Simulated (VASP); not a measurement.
Set up this calculation in VASP 6.6.1, as the native input.

```
Task                   : single point
Functional             : PBEsol
Potentials or basis    : VASP PAW PBE potentials, release 64 (Pt)
Cutoff                 : 520 eV
k mesh                 : 22 × 22 × 22
Occupations            : gaussian, width 0.15 eV
Spin                   : collinear spin, ferromagnetic start
Starting moments       : [0.15] μB
Fixed moment           : 0.15 μB
Dipole correction      : no
Further INCAR settings : ALGO = Normal; EDIFF = 1e-06; NBANDS = 15
```

The structure of Pt lies in POSCAR:

```
Pt
1.0
    0.0000000000      2.0700977806      2.0700977806
    2.0700977806      0.0000000000      2.0700977806
    2.0700977806      2.0700977806      0.0000000000
Pt
1
Direct
    0.0000000000      0.0000000000      0.0000000000
```

One way to write it, as run:

INCAR

```
PREC = Accurate ; ENCUT = 520
EDIFF = 1E-6 ; ISMEAR = 0
SIGMA = 0.15 ; LREAL = F
LASPH = T ; NELM = 150
ALGO = Normal ; ISIF = 2
LWAVE = F ; LCHARG = F
ISPIN = 2 ; MAGMOM = 0.15
LORBIT = 11 ; NUPDOWN = 0.15
LMAXMIX = 4 ; GGA = PS
NBANDS = 15
```

KPOINTS

```
regular mesh
0
Gamma
  22 22 22
```

Potentials or basis: VASP PAW PBE potentials, release 64 (Pt).

Command:

```console
$ cat potpaw_PBE.64/Pt/POTCAR > POTCAR
$ mpirun -np 1 vasp_std > vasp.out
```

Results of the run:

| Quantity | Value |
| --- | --- |
| Pressure | -30.4 GPa |
| Net moment | 0.15 μB per cell |
| Site moments | Pt +0.15 μB |
| Valence electrons inside the program's atomic spheres | Pt 8.93 |

Caveat: the PAW data sets were made with another functional, which shifts forces and pressure a little; the total moment is fixed, so each spin has its own Fermi level.

Wall time 80 s on 1 thread of AMD EPYC 9R45 96-Core Processor (Zen 5) (shared host), peak memory 0.23 GiB.
